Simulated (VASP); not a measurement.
Wanted: the native input for a VASP 6.6.1 run.

```
Task                               : single point
Functional                         : PBE-based screened hybrid
Potentials or basis                : VASP PAW PBE potentials, release 64 (In_d, As)
Cutoff                             : 520 eV
k mesh                             : 6 × 6 × 6
Occupations                        : gaussian, width 0.05 eV
Spin                               : no spin polarisation
Dipole correction                  : no
Grid for exact exchange (PRECFOCK) : Normal
Share of exact exchange            : 0.4
Further INCAR settings             : ALGO = Normal; EDIFF = 1e-07; NBANDS = 16
Screening parameter                : 0.20787 1/Å
```

InAs:

```
CELL_PARAMETERS angstrom
0.00000 3.02400 3.02400
3.02400 0.00000 3.02400
3.02400 3.02400 0.00000
ATOMIC_POSITIONS crystal
In 0.00000 0.00000 0.00000
As 0.75000 0.75000 0.75000
```

One way to write it, as run:

POSCAR

```
InAs
1.0
    0.0000000000      3.0240000793      3.0240000793
    3.0240000793      0.0000000000      3.0240000793
    3.0240000793      3.0240000793      0.0000000000
In As
1 1
Direct
    0.0000000000      0.0000000000      0.0000000000
    0.7500000000      0.7500000000      0.7500000000
```

INCAR.step1

```
  ALGO = Normal
  EDIFF = 1E-5
  ENCUT = 520
  GGA = PE
  ISIF = 2
  ISMEAR = 0
  LASPH = T
  LCHARG = F
  LREAL = F
  LWAVE = T
  NBANDS = 16
  NELM = 80
  PREC = Accurate
  SIGMA = 0.05
```

INCAR.step2

```
  AEXX = 0.4
  ALGO = Normal
  EDIFF = 1E-7
  ENCUT = 520
  GGA = PE
  HFSCREEN = 0.20787
  ISIF = 2
  ISMEAR = 0
  ISTART = 1
  LASPH = T
  LCHARG = F
  LHFCALC = T
  LREAL = F
  LWAVE = F
  NBANDS = 16
  NELM = 80
  PREC = Accurate
  PRECFOCK = Normal
  SIGMA = 0.05
```

KPOINTS

```
k-points
0
Gamma
  6 6 6
```

Potentials or basis: VASP PAW PBE potentials, release 64 (In_d, As).

Run with:

```console
$ cat potpaw_PBE.64/In_d/POTCAR potpaw_PBE.64/As/POTCAR > POTCAR
$ cp INCAR.step1 INCAR
$ mpirun -np 1 vasp_std > vasp.out
$ cp INCAR.step2 INCAR
$ mpirun -np 1 vasp_std > vasp.out
```

Results of the run:

```yaml
Pressure: 0.4 GPa
Band_gap_on_the_k_mesh: 1.04 eV, direct
```

Caveat: the PAW data sets were made with another functional, which shifts forces and pressure a little; spin-orbit coupling is left out, which moves the levels of the heavy elements.

It took 39 min on 1 thread of Intel(R) Xeon(R) Platinum 8488C (Sapphire Rapids) (shared host), peak memory 0.31 GiB.
